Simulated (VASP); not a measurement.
A run of VASP 6.6.1 is set up as follows.

File INCAR:

```
ALGO = Normal
DIPOL = 0.5 0.5 0.500
EDIFF = 1E-6
ENCUT = 520
GGA = PE
IDIPOL = 3
ISIF = 2
ISMEAR = 0
LASPH = True
LCHARG = False
LDIPOL = True
LREAL = Auto
LWAVE = False
NBANDS = 56
NELM = 80
PREC = Accurate
SIGMA = 0.05
```

Contents of KPOINTS:

```
k-points
0
Gamma
  9 6 1
```

The input POSCAR:

```
AlN
1.0
    3.1302084195      0.0000000000      0.0000000000
    0.0000000000      5.0180433204      0.0000000000
    0.0000000000      0.0000000000     26.7469733786
Al N
10 10
Direct
    0.0000000000      0.0007657741      0.2804055582
    0.5000000000      0.5007657741      0.3141893185
    0.5000000000      0.0007657741      0.3817568390
    0.0000000000      0.5007657741      0.4155405993
    0.0000000000      0.0007657741      0.4831081199
    0.5000000000      0.5007657741      0.5168918801
    0.5000000000      0.0007657741      0.5844594007
    0.0000000000      0.5007657741      0.6182431610
    0.0000000000      0.0007657741      0.6858106815
    0.5000000000      0.5007657741      0.7195944418
    0.0000000000      0.6192342259      0.2804055582
    0.5000000000      0.1192342259      0.3141893185
    0.5000000000      0.6192342259      0.3817568390
    0.0000000000      0.1192342259      0.4155405993
    0.0000000000      0.6192342259      0.4831081199
    0.5000000000      0.1192342259      0.5168918801
    0.5000000000      0.6192342259      0.5844594007
    0.0000000000      0.1192342259      0.6182431610
    0.0000000000      0.6192342259      0.6858106815
    0.5000000000      0.1192342259      0.7195944418
```

Potentials or basis: VASP PAW PBE potentials, release 64 (Al, N).

The run is started by

```bash
$ cat potpaw_PBE.64/Al/POTCAR potpaw_PBE.64/N/POTCAR > POTCAR
$ mpirun -np 1 vasp_std > vasp.out
```

(1) Estimate the largest force.

(2) What does it give for the band gap on the k mesh?

## Answers

(1) 2.681 eV/Å.

(2) 1.38 eV (least direct gap 1.45 eV).
